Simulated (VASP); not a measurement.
## CdTe: single point with PBE

CdTe:

```xyz
2
Lattice="0.0000 3.3092 3.3092 3.3092 0.0000 3.3092 3.3092 3.3092 0.0000" Properties=species:S:1:pos:R:3 pbc="T T T"
Cd    0.0000    0.0000    0.0000
Te    4.9638    4.9638    4.9638
```

| Item | Value |
| --- | --- |
| Program | VASP 6.6.1 |
| Task | single point |
| Functional | PBE |
| Potentials or basis | VASP PAW PBE potentials, release 64 (Cd, Te) |
| Cutoff | 500 eV |
| k mesh | 8 × 8 × 8 |
| Occupations | gaussian, width 0.02 eV |
| Spin | no spin polarisation |

```json
{
  "Pressure": "0.1 GPa",
  "Band gap on the k mesh": "0.58 eV"
}
```

Levels at points of the mesh, in eV from the valence-band top:
```csv
k point,band 5,band 6,band 7,band 8,band 9,band 10,band 11,band 12,band 13,band 14
"(0.00, 0.00, 0.00)",-7.87,-7.87,0.00,0.00,0.00,0.58,4.64,4.64,4.64,7.38
"(0.50, 0.00, 0.00)",-7.86,-7.57,-4.08,-0.69,-0.69,1.75,5.21,5.21,7.01,8.44
"(0.50, 0.50, 0.00)",-7.85,-7.45,-4.01,-1.66,-1.66,2.67,2.74,8.51,8.81,8.81
```

It took 72 s on 1 thread of Intel Xeon 8259CL (shared host), peak memory 0.21 GiB.

Caveat: spin-orbit coupling is left out, which moves the levels of the heavy elements.
